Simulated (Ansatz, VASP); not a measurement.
## One calculation of Sb, two programs

```
CELL_PARAMETERS angstrom
3.16000 0.00000 0.00000
0.00000 3.16000 0.00000
0.00000 0.00000 3.16000
ATOMIC_POSITIONS crystal
Sb 0.00000 0.00000 0.00000
```

Alike in both runs: functional PBE; k mesh 6 × 6 × 6; occupations fermi-dirac, width 0.05 eV; non-collinear spin, spin-orbit coupling.

|  | VASP | Ansatz |
| --- | --- | --- |
| version | VASP 6.6.1 | Ansatz 0.2.0 |
| potentials or method | VASP PAW PBE potentials, release 64 (Sb) | Ansatz PAW |
| plane-wave cutoff (eV) | 520 | 420 |
| valence electrons in the cell | 5 | 15 |
| task | single point | band structure |

|  | VASP | Ansatz | Ansatz less VASP |
| --- | --- | --- | --- |
| pressure (GPa) | -1.9 | -1.9 | 0.00 |
| net moment per atom (μB) | 0.00 | 0.00 | 0.000 |

With one functional, cell and mesh, what is left measures potentials, basis and numerics. VASP's potentials hold 5 valence electrons a cell and Ansatz's 15, so a difference there can come from the potentials and not from the codes.
